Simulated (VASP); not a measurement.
# BN (Fmm2) in VASP: a series of runs

Aim: see how the results for BN move with the level of theory and the settings. Levels: PBE+D3(BJ), PBE0. Tasks: relaxation of shape and atoms at fixed volume, single point.

Program: VASP 6.6.1. These are calculated values, not measurements. Logs are shortened: lines on timing, memory, paths and dates and some standing lists are left out, and cuts for length are marked.

### 1 The cell of the first run

Symmetry: Fmm2, No. 42, orthorhombic system. The conventional cell has a = 2.482 Å, b = 6.611 Å, c = 4.294 Å, α = 90.00°, β = 90.00°, γ = 90.00°. B (site symmetry mm2) has 3 N at 1.43 Å within 1.9 Å. N (site symmetry mm2) has 3 B at 1.43 Å within 1.9 Å.

### 2 Relaxation of shape and atoms at fixed volume, PBE+D3(BJ) (8.81 Å³/atom)

INCAR reads:

```
SYSTEM = BN
PREC     = Accurate       ! precision mode
ENCUT    = 600            ! plane-wave cutoff, eV
EDIFF    = 1E-6           ! SCF threshold, eV
ISMEAR   = 0              ! smearing method
SIGMA    = 0.02           ! smearing width, eV
LREAL    = .FALSE.        ! projectors in reciprocal space
LASPH    = .TRUE.         ! aspherical terms in the spheres
NELM     = 100            ! most SCF steps
ALGO     = Normal         ! electronic algorithm
ISIF     = 4              ! what is computed and relaxed
LWAVE    = .FALSE.        ! write WAVECAR
LCHARG   = .FALSE.        ! write CHGCAR
GGA      = PE             ! functional
IVDW     = 12             ! dispersion correction
IBRION   = 2              ! ionic algorithm
NSW      = 50             ! ionic steps
EDIFFG   = -0.01          ! ionic threshold
```

KPOINTS reads:

```
Automatic mesh
0
G
  12 12 12
  0 0 0
```

POSCAR reads:

```
BN
1.0
    0.0000000000      3.3057477397      2.1469230196
    1.2411765261      0.0000000000      2.1469230196
    1.2411765261      3.3057477397      0.0000000000
B N
1 1
Direct
    0.0001068737      0.0001068737      0.9998931263
    0.6665931163      0.6665931163      0.3334068837
```

Potentials or basis: VASP PAW PBE potentials, release 64 (B, N).

Launch:

```
> cat potpaw_PBE.64/B/POTCAR potpaw_PBE.64/N/POTCAR > POTCAR
> mpirun -np 1 vasp_std > vasp.out
```

OUTCAR:

```text
SYSTEM = BN
   PREC = Accurate
   ENCUT = 600
   EDIFF = 1E-6
   ISMEAR = 0
   LREAL = .FALSE.
   LASPH = .TRUE.
   NELM = 100
   ISIF = 4
   GGA = PE
   IVDW = 12
   IBRION = 2
   NSW = 50
   EDIFFG = -0.01
 IVDW          = 12

 ion  position               nearest neighbor table
   1  0.000  0.000  1.000-   2 1.43   2 1.43   2 1.43
   2  0.667  0.667  0.333-   1 1.43   1 1.43   1 1.43

  LATTYP: Found a face centered orthorhombic cell.
 ALAT       =     2.4823530522
 B/A-ratio  =     1.7297483271
 C/A-ratio  =     2.6633985337

  Lattice vectors:

 A1 = (  -0.0000000000,   3.3057477397,   2.1469230196)
 A2 = (  -1.2411765261,   3.3057477397,   0.0000000000)
 A3 = (  -1.2411765261,   0.0000000000,   2.1469230196)

Analysis of symmetry for initial positions (statically):
=====================================================================
 Subroutine PRICEL returns:
 Original cell was already a primitive cell.

 Routine SETGRP: Setting up the symmetry group for a
 face centered orthorhombic supercell.

 Subroutine GETGRP returns: Found  4 space group operations
 (whereof  4 operations were pure point group operations)
 out of a pool of  8 trial point group operations.

The static configuration has the point symmetry C_2v.

Analysis of symmetry for dynamics (positions and initial velocities):
=====================================================================
 Subroutine PRICEL returns:
 Original cell was already a primitive cell.

 Routine SETGRP: Setting up the symmetry group for a
 face centered orthorhombic supercell.

 Subroutine GETGRP returns: Found  4 space group operations
 (whereof  4 operations were pure point group operations)
 out of a pool of  8 trial point group operations.

The dynamic configuration has the point symmetry C_2v.

 Subroutine INISYM returns: Found  4 space group operations
 (whereof  4 operations are pure point group operations),
 and found     1 'primitive' translations

----------------------------------------------------------------------------------------

                                     Primitive cell

  volume of cell :      17.6177

  direct lattice vectors                    reciprocal lattice vectors
     0.000000000  3.305747740  2.146923020    -0.402843584  0.151251710  0.232891443
     1.241176526  0.000000000  2.146923020     0.402843584 -0.151251710  0.232891443
     1.241176526  3.305747740  0.000000000     0.402843584  0.151251710 -0.232891443

  length of vectors
     3.941731418  2.479878550  3.531074523     0.489283616  0.489283616  0.489283616

  position of ions in fractional coordinates (direct lattice)
     0.000106874  0.000106874  0.999893126
     0.666593116  0.666593116  0.333406884

  ion indices of the primitive-cell ions
   primitive index   ion index
                 1           1
                 2           2

----------------------------------------------------------------------------------------

 KPOINTS: Automatic mesh

Automatic generation of k-mesh.
 Grid dimensions read from file:
 generate k-points for:   12   12   12

 Generating k-lattice:

  Cartesian coordinates                     Fractional coordinates (reciprocal lattice)
    -0.033570299  0.012604309  0.019407620     0.083333333  0.000000000  0.000000000
     0.033570299 -0.012604309  0.019407620     0.000000000  0.083333333 -0.000000000
     0.033570299  0.012604309 -0.019407620     0.000000000 -0.000000000  0.083333333

  Length of vectors
     0.040773635  0.040773635  0.040773635

  Shift w.r.t. Gamma in fractional coordinates (k-lattice)
     0.000000000  0.000000000  0.000000000

 Subroutine IBZKPT returns following result:
 ===========================================

 Found    280 irreducible k-points:

 Following reciprocal coordinates:
            Coordinates               Weight
  0.000000  0.000000  0.000000      1.000000
  0.083333 -0.000000 -0.000000      8.000000
  0.166667 -0.000000 -0.000000      8.000000
  0.250000 -0.000000 -0.000000      8.000000
  0.333333 -0.000000 -0.000000      8.000000
  0.416667  0.000000  0.000000      8.000000
[... 16 lines left out ...]
  0.500000  0.166667 -0.000000      8.000000
 -0.416667  0.166667  0.000000      8.000000
 [... further k-points ...]
   k-points           NKPTS =    280   k-points in BZ     NKDIM =    280   number of bands    NBANDS=      8
   number of dos      NEDOS =    301   number of ions     NIONS =      2
   total plane-waves  NPLWV =  17920
   dimension x,y,z NGX =    32 NGY =   20 NGZ =   28
   dimension x,y,z NGXF=    64 NGYF=   40 NGZF=   56
   ions per type =               1   1
   NGX,Y,Z   is equivalent  to a cutoff of  13.50, 13.41, 13.18 a.u.
   NGXF,Y,Z  is equivalent  to a cutoff of  26.99, 26.82, 26.37 a.u.
 SYSTEM =  BN
   PREC   = accura    normal or accurate (medium, high low for compatibility)
   ISTART =      0    job   : 0-new  1-cont  2-samecut
   ICHARG =      2    charge: 1-file 2-atom 10-const
   ISPIN  =      1    spin polarized calculation?
   LNONCOLLINEAR =      F non collinear calculations
   LSORBIT =      F    spin-orbit coupling
   LASPH  =      T    aspherical Exc in radial PAW
   ENCUT  =  600.0 eV  44.10 Ry    6.64 a.u.   7.87  4.95  7.05*2*pi/ulx,y,z
   NELM   =    100;   NELMIN=  2; NELMDL= -5     # of ELM steps
   EDIFF  = 0.1E-05   stopping-criterion for ELM
   LREAL  =      F    real-space projection
   EDIFFG = -.1E-01   stopping-criterion for IOM
   NSW    =     50    number of steps for IOM
   IBRION =      2    ionic relax: 0-MD 1-quasi-New 2-CG
   NFREE  =      1    steps in history (QN), initial steepest desc. (CG)
   ISIF   =      4    stress and relaxation
   ISYM   =      2    0-nonsym 1-usesym 2-fastsym
   POTIM  = 0.5000    time-step for ionic-motion
   TEBEG  =    0.0;   TEEND  =   0.0 temperature during run
   PSTRESS=    0.0 pullay stress
   NELECT =       8.0000    total number of electrons
   NUPDOWN=      -1.0000    fix difference up-down
   EMIN   =  10.00;   EMAX   =-10.00  energy-range for DOS
   EFERMI =   0.00;   METHOD = LEGACY
   ISMEAR =     0;   SIGMA  =   0.02  broadening in eV -4-tet -1-fermi 0-gaus
   EFERMI_NEDOS =   21; number of points for ismear=-14 and -15
   IALGO  =     38    algorithm
   IMIX   =      4    mixing-type and parameters
     AMIX     =   0.40;   BMIX     =  1.00
     AMIX_MAG =   1.60;   BMIX_MAG =  1.00
  volume/ion in A,a.u.               =       8.81        59.45
  Fermi-wavevector in a.u.,A,eV,Ry     =   1.258312  2.377864 21.542763  1.583348
  Thomas-Fermi vector in A             =   2.391928
   LORBIT       =      0    0 simple, 1 ext, 2 COOP (PROOUT), +10 PAW based schemes
   GGA     = PE    functional components
   LHFCALC =     F    Hartree Fock is set to
   AEXX    =    0.0000 exact exchange contribution
   IVDW    =    12    specifies the selected vdW correction
   LEPSILON=     F    determine dielectric tensor
   LRPA    =     F    only Hartree local field effects (RPA)
 conjugate gradient relaxation of ions
 non-spin polarized calculation
 Gauss-broadening in eV      SIGMA  =   0.02
  energy-cutoff  :      600.00
  volume of cell :       17.62
 maximum number of plane-waves:       610
   NGX = 15   NGY =  9   NGZ = 15

--------------------------------------- Ionic step        1  -------------------------------------------

 number of electron       8.0000000 magnetization

 Free energy of the ion-electron system (eV)
  ---------------------------------------------------
  ext. energy  EPLUGINS =         0.00000000
  ---------------------------------------------------
  free energy    TOTEN  =       -17.55606217 eV

  energy without entropy =      -17.55606217  energy(sigma->0) =      -17.55606217

------------------------ aborting loop because EDIFF is reached ----------------------------------------

 Edisp (eV)   -0.28926

 E8    (eV) :    -0.0848

  FORCE on cell =-STRESS in cart. coord.  units (eV):
  Direction    XX          YY          ZZ          XY          YZ          ZX
  --------------------------------------------------------------------------------------
  -------------------------------------------------------------------------------------
  Total       1.25887    -0.00473     1.25524     0.00000     0.00000     0.00000
  in kB     114.48354    -0.43046   114.15285     0.00000     0.00000     0.00000
  external pressure =       76.07 kB  Pullay stress =        0.00 kB

 VOLUME and BASIS-vectors are now :
 -----------------------------------------------------------------------------
  energy-cutoff  :      600.00
  volume of cell :       17.62
      direct lattice vectors                 reciprocal lattice vectors
     0.000000000  3.305747740  2.146923020    -0.402843584  0.151251710  0.232891443
     1.241176526  0.000000000  2.146923020     0.402843584 -0.151251710  0.232891443
     1.241176526  3.305747740  0.000000000     0.402843584  0.151251710 -0.232891443
[... 41 lines left out ...]
 POSITION                                       TOTAL-FORCE (eV/Angst)
 -----------------------------------------------------------------------------------
      1.25395      3.23901      0.00053         0.000000      0.000000      0.000448
      1.25395      3.23901      2.89139         0.000000      0.000000     -0.000448
 -----------------------------------------------------------------------------------
    total drift:                                0.000003     -0.000005     -0.000075

  FREE ENERGIE OF THE ION-ELECTRON SYSTEM (eV)
  ---------------------------------------------------
  free  energy   TOTEN  =       -17.8570131785 eV

  energy  without entropy=      -17.8570131785  energy(sigma->0) =      -17.85701318

--------------------------------------- Ionic step        3  -------------------------------------------

 number of electron       8.0000000 magnetization

 Free energy of the ion-electron system (eV)
  ---------------------------------------------------
  ext. energy  EPLUGINS =         0.00000000
  ---------------------------------------------------
  free energy    TOTEN  =       -17.56664933 eV

  energy without entropy =      -17.56664933  energy(sigma->0) =      -17.56664933

 E-fermi :   2.8297     XC(G=0): -10.2315

 val. band max:        2.6378914219   @ k =   0.4167  -0.4167   0.0833
 cond. band min:       6.1220807734   @ k =   0.0000   0.5000   0.5000
 fundamental gap:      3.4841893515
 Fermi energy:         2.8296585935

 k-point     1 :       0.0000    0.0000    0.0000
  band No.  band energies     occupation
      1     -15.3666      2.00000
      2      -1.4974      2.00000
      3       1.1508      2.00000
      4       1.1604      2.00000
      5       7.8480      0.00000
      6      14.0366      0.00000
      7      14.1631      0.00000
      8      15.6697      0.00000

 k-point     2 :       0.0833   -0.0000   -0.0000
  band No.  band energies     occupation
      1     -15.2248      2.00000
      2      -1.3851      2.00000
      3       0.5960      2.00000
      4       0.8949      2.00000
      5       8.1833      0.00000
      6      14.0504      0.00000
      7      14.6658      0.00000
      8      15.1539      0.00000
[... 221 lines left out ...]
 k-point    23 :       0.5000    0.1667   -0.0000
  band No.  band energies     occupation
      1     -12.2356      2.00000
      2      -5.5853      2.00000
      3      -2.8491      2.00000
      4       1.6753      2.00000
      5       7.8912      0.00000
      6      13.6360      0.00000
      7      15.8150      0.00000
      8      18.2301      0.00000

 k-point    24 :      -0.4167    0.1667    0.0000
  band No.  band energies     occupation
      1     -11.8658      2.00000
      2      -6.1011      2.00000
      3      -3.0122      2.00000
      4       1.9150      2.00000
      5       7.2741      0.00000
      6      14.0805      0.00000
      7      16.2147      0.00000
      8      18.3010      0.00000

 [... further k-points ...]

------------------------ aborting loop because EDIFF is reached ----------------------------------------

 Edisp (eV)   -0.29045

 E8    (eV) :    -0.0853

  FORCE on cell =-STRESS in cart. coord.  units (eV):
  Direction    XX          YY          ZZ          XY          YZ          ZX
  --------------------------------------------------------------------------------------
  -------------------------------------------------------------------------------------
  Total       0.08849     0.07549     0.06260     0.00000     0.00000     0.00000
  in kB       8.04709     6.86474     5.69322     0.00000     0.00000     0.00000
  external pressure =        6.87 kB  Pullay stress =        0.00 kB

 VOLUME and BASIS-vectors are now :
 -----------------------------------------------------------------------------
  energy-cutoff  :      600.00
  volume of cell :       17.62
      direct lattice vectors                 reciprocal lattice vectors
     0.000000000  3.244186806  2.167110229    -0.399059013  0.154121828  0.230721997
     1.252947517  0.000000000  2.167110229     0.399059013 -0.154121828  0.230721997
     1.252947517  3.244186806  0.000000000     0.399059013  0.154121828 -0.230721997

 POSITION                                       TOTAL-FORCE (eV/Angst)
 -----------------------------------------------------------------------------------
      1.25295      3.24419      0.00052         0.000000      0.000000      0.000475
      1.25295      3.24419      2.88910         0.000000      0.000000     -0.000475
 -----------------------------------------------------------------------------------
    total drift:                                0.000002     -0.000004     -0.000082

  FREE ENERGIE OF THE ION-ELECTRON SYSTEM (eV)
  ---------------------------------------------------
  free  energy   TOTEN  =       -17.8571004832 eV

  energy  without entropy=      -17.8571004832  energy(sigma->0) =      -17.85710048

 reached required accuracy - stopping structural energy minimisation
```

Run time: 2.3 min. Hardware: 1 thread of Intel Xeon 8259CL, shared host; peak memory 0.19 GiB.

Results:

```yaml
Free_energy: -17.8571 eV
Energy_gained_by_relaxing: 5.9 meV/atom
Ionic_steps: 3
Pressure_after_relaxing: 0.7 GPa
Band_gap_on_the_k_mesh: 3.48 eV (least direct gap 4.53 eV)
Dispersion_energy_per_atom: -0.145 eV
```

Step by step:
| step | energy change (eV) | largest force (eV/Å) | pressure (GPa) | volume (Å³) |
| --- | --- | --- | --- | --- |
| 1 | 0.0000 | 0.0014 | 7.61 | 17.62 |
| 2 | -0.0117 | 0.0004 | 0.12 | 17.62 |
| 3 | -0.0118 | 0.0005 | 0.69 | 17.62 |

Final structure:
```cif
data_structure
_symmetry_space_group_name_H-M 'P 1'
_symmetry_Int_Tables_number 1
_cell_length_a 3.9014
_cell_length_b 2.5032
_cell_length_c 3.4777
_cell_angle_alpha 79.611
_cell_angle_beta 39.132
_cell_angle_gamma 61.257
_cell_volume 17.62
loop_
_atom_site_label
_atom_site_type_symbol
_atom_site_fract_x
_atom_site_fract_y
_atom_site_fract_z
_atom_site_occupancy
B1 B 0.00012 0.00012 0.99988 1
N1 N 0.66658 0.66658 0.33342 1
```

A k mesh can miss the band edges.

### 3 Relaxation of shape and atoms at fixed volume, PBE+D3(BJ) (9.35 Å³/atom)

This run uses another cell than the first one, of 9.35 Å³/atom.

INCAR reads:

```
SYSTEM = BN
PREC = Accurate
ENCUT = 600
EDIFF = 1E-7
ISMEAR = 0
SIGMA = 0.02
LREAL = .False.
LASPH = .True.
NELM = 100
ALGO = Normal
ISIF = 4
LWAVE = .False.
LCHARG = .False.
GGA = PE
IVDW = 12
IBRION = 2
NSW = 50
EDIFFG = -0.01
```

KPOINTS reads:

```
Automatic mesh
0
Gamma
  12 12 12
  0 0 0
```

POSCAR reads:

```
BN
1.0
    0.0000000000      3.3725485200      2.1903068905
    1.2662575568      0.0000000000      2.1903068905
    1.2662575568      3.3725485200      0.0000000000
B N
1 1
Direct
    0.0001068737      0.0001068737      0.9998931263
    0.6665931163      0.6665931163      0.3334068837
```

Potentials or basis: VASP PAW PBE potentials, release 64 (B, N).

Launch:

```
> cat potpaw_PBE.64/B/POTCAR potpaw_PBE.64/N/POTCAR > POTCAR
> mpirun -np 1 vasp_std > vasp.out
```

It took 2.3 min on 1 thread of Intel Xeon 8259CL, shared host; peak memory 0.2 GiB.

The run converged. Its results:

```
Free energy                : -17.8580 eV
Energy gained by relaxing  : 5.0 meV/atom
Ionic steps                : 2
Pressure after relaxing    : -0.9 GPa
Band gap on the k mesh     : 3.76 eV (least direct gap 4.53 eV)
Dispersion energy per atom : -0.135 eV
```

Stress tensor (GPa, compression positive):
```
-0.96  0.00  0.00
 0.00 -0.92  0.00
 0.00  0.00 -0.81
```

Step by step:
```
step  energy change (eV)  largest force (eV/Å)  pressure (GPa)  volume (Å³)
   1              0.0000                0.0009           -6.83        18.71
   2             -0.0100                0.0006           -0.90        18.71
```

Final structure:
```
B N
1.0
     0.00000    3.43334    2.17091
     1.25495    0.00000    2.17091
     1.25495    3.43334    0.00000
B N
1 1
Direct
  0.00010 0.00010 0.99990
  0.66660 0.66660 0.33340
```

Levels at points of the mesh, in eV from the valence-band top:
```
           k point  band 1  band 2  band 3  band 4  band 5  band 6  band 7  band 8
(0.00, 0.00, 0.00)  -17.85   -4.36   -1.43   -1.43    4.94   11.44   11.51   12.92
(0.50, 0.00, 0.00)  -14.67   -8.97   -4.21   -1.01    4.60    9.75   13.37   15.78
(0.50, 0.50, 0.00)  -14.72   -9.07   -4.21   -0.47    5.84    9.33   12.25   13.79
(0.50, 0.00, 0.50)  -17.62   -6.16   -1.46   -1.42    9.75   11.39   11.46   11.91
(0.00, 0.50, 0.50)  -14.60   -8.86   -4.26   -1.51    3.76    9.79   14.58   18.58
```

A k mesh can miss the band edges.

(Continued in part 2 of 2.)
